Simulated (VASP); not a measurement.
SnO, 4 atoms in the cell. The structure is tetragonal, space group P4/nmm (No. 129). The conventional cell has a = 3.765 Å, b = 3.765 Å, c = 4.652 Å, α = 90.00°, β = 90.00°, γ = 90.00°. Sn (site symmetry 4mm) has 4 O at 2.20 Å within 2.9 Å. Within 2.9 Å of O (site symmetry -4m2) lie 4 Sn at 2.20 Å and 4 O at 2.66 Å. 

| Quantity | Value |
| --- | --- |
| Program | VASP 6.6.1 |
| Task | single point |
| Functional | LDA |
| Potentials or basis | VASP PAW LDA potentials, release 64 (Sn_d, O) |
| Cutoff | 520 eV |
| k mesh | 10 × 10 × 8 |
| Occupations | fermi-dirac, width 0.1 eV |
| Spin | no spin polarisation |
| Dipole correction | no |
| Further INCAR settings | ALGO = Normal; EDIFF = 1e-06; NBANDS = 28 |

Potentials or basis: VASP PAW LDA potentials, release 64 (Sn_d, O).

Launch:

```bash
$ cat potpaw_LDA.64/Sn_d/POTCAR potpaw_LDA.64/O/POTCAR > POTCAR
$ mpirun -np 1 vasp_std > vasp.out
```

Hardware: 1 thread of AMD EPYC 7R13 Processor (Zen 3), on a shared host.

How long does it take, and how much memory?

It took 2.5 min on 1 thread of AMD EPYC 7R13 Processor (Zen 3), on a shared host, peak memory 0.23 GiB. Counts: scf iterations 14, k points 105.
